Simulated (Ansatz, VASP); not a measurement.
## ZrB2 in VASP and in Ansatz

File INCAR:

```
SYSTEM = ZrB2
ALGO = Normal ; EDIFF = 1E-6
EDIFFG = -0.002 ; ENCUT = 600
GGA = PE ; IBRION = 2
ISIF = 3 ; ISMEAR = 0
LASPH = .TRUE. ; LCHARG = .FALSE.
LREAL = .FALSE. ; LWAVE = .FALSE.
NELM = 80 ; NSW = 100
PREC = Accurate ; SIGMA = 0.1
```

File KPOINTS:

```
k-points
0
G
  15 15 12
  0 0 0
```

POSCAR

```
ZrB2
1.0
    3.1675246600      0.0000000000      0.0000000000
   -1.5837623300      2.7431568200      0.0000000000
    0.0000000000      0.0000000000      3.5523880600
Zr B
1 2
Direct
    0.0000000000      0.0000000000      0.0000000000
    0.3333333300      0.6666666700      0.5000000000
    0.6666666700      0.3333333300      0.5000000000
```

Input for Ansatz:

```yaml
crystal:
  lattice:
    - [3.16752466, 0.0, 0.0]
    - [-1.58376233, 2.74315682, 0.0]
    - [0.0, 0.0, 3.55238806]
  atoms:
    - { symbol: Zr, position: [0.0, 0.0, 0.0] }
    - { symbol: B, position: [0.33333333, 0.66666667, 0.5] }
    - { symbol: B, position: [0.66666667, 0.33333333, 0.5] }
basis:
  ecutwfc: 420
kpoints:
  mp_grid: { grid: [15, 15, 12] }
hamiltonian:
  xc: pbe
  pseudopotentials: { kind: paw, azcp: { folder: soft_1 } }
scf:
  occupations: { method: gaussian, width: 0.1 }
output:
  forces: true
  stress: true
  eigenvalues: true
relax:
  adjacent_minimum: "off"
  f_tol: 0.002
  max_steps: 80
  cell: { stress_tol: 0.02 }
```

Alike in both runs: task relaxation of cell and atoms; functional PBE; k mesh 15 × 15 × 12; occupations gaussian, width 0.1 eV; no spin polarisation.

|  | VASP | Ansatz |
| --- | --- | --- |
| version | VASP 6.6.1 | Ansatz 0.2.0 |
| potentials or method | VASP PAW PBE potentials, release 64 (Zr_sv, B), cutoff 600 eV | scalar-relativistic, plane waves, PAW |
| valence electrons in the cell | 18 | 18 |

```tsv
	VASP	Ansatz	Ansatz less VASP
gap on the k mesh at the Fermi level, each at its own relaxed structure (eV)	none	none	-
relaxed volume (Å³/atom)	10.29	10.28	-0.006
relaxed length of the cell vector where the two differ most in proportion (Å)	3.544	3.543	-0.0011
```

A gap of «none» marks a metal or a gap that the smearing closes.
